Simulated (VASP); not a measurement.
Wanted: the native input for a VASP 6.6.1 run.

* Task: relaxation of cell and atoms
* Functional: PBEsol
* Potentials or basis: VASP PAW PBE potentials, release 64 (Cs_sv)
* Cutoff: 500 eV
* k mesh: 4 × 4 × 4
* Occupations: gaussian, width 0.05 eV
* Spin: no spin polarisation
* Dipole correction: no
* Further INCAR settings: ALGO = Normal; EDIFF = 1e-07; IBRION = 2; EDIFFG = -0.03; NSW = 80; ISIF = 3

The structure of Cs lies in POSCAR:

```
Cs
1.0
    4.9700000000      0.0000000000      0.0000000000
    0.0000000000      4.9700000000      0.0000000000
    0.0000000000      0.0000000000      4.9700000000
Cs
1
Direct
    0.0000000000      0.0000000000      0.0000000000
```

This isn't the form of Cs at room conditions, which is bcc.

These files were run (other wordings do the same):

INCAR

```
  PREC = Accurate
  ENCUT = 500
  EDIFF = 1E-7
  ISMEAR = 0
  SIGMA = 0.05
  LREAL = False
  LASPH = True
  NELM = 120
  ALGO = Normal
  ISIF = 3
  LWAVE = False
  LCHARG = False
  GGA = PS
  IBRION = 2
  NSW = 80
  EDIFFG = -0.03
  GGA_COMPAT = False
  NELMIN = 4
```

KPOINTS

```
Automatic mesh
0
Gamma
  4 4 4
```

Potentials or basis: VASP PAW PBE potentials, release 64 (Cs_sv).

The run is started by

```sh
$ cat potpaw_PBE.64/Cs_sv/POTCAR > POTCAR
$ mpirun -np 1 vasp_std > vasp.out
```

Results of the run:

```yaml
Relaxed_volume: 110.45 Å³/atom
Relaxed_cell: a = 4.798 Å, b = 4.798 Å, c = 4.798 Å, α = 90.00°, β = 90.00°, γ = 90.00°
Space_group_after_relaxing_to_0.1_Å: Pm-3m (No. 221)
Energy_gained_by_relaxing: 5.3 meV/atom
Ionic_steps: 6
Pressure_after_relaxing: 0.0 GPa
Band_gap_on_the_k_mesh: zero (an odd number of electrons rules out a gap without spin polarisation)
```

Caveat: the PAW data sets were made with another functional, which shifts forces and pressure a little; spin-orbit coupling is left out, which moves the levels of the heavy elements.

It took 72 s on 1 thread of Intel Xeon 8259CL, on a shared host, peak memory 0.2 GiB.
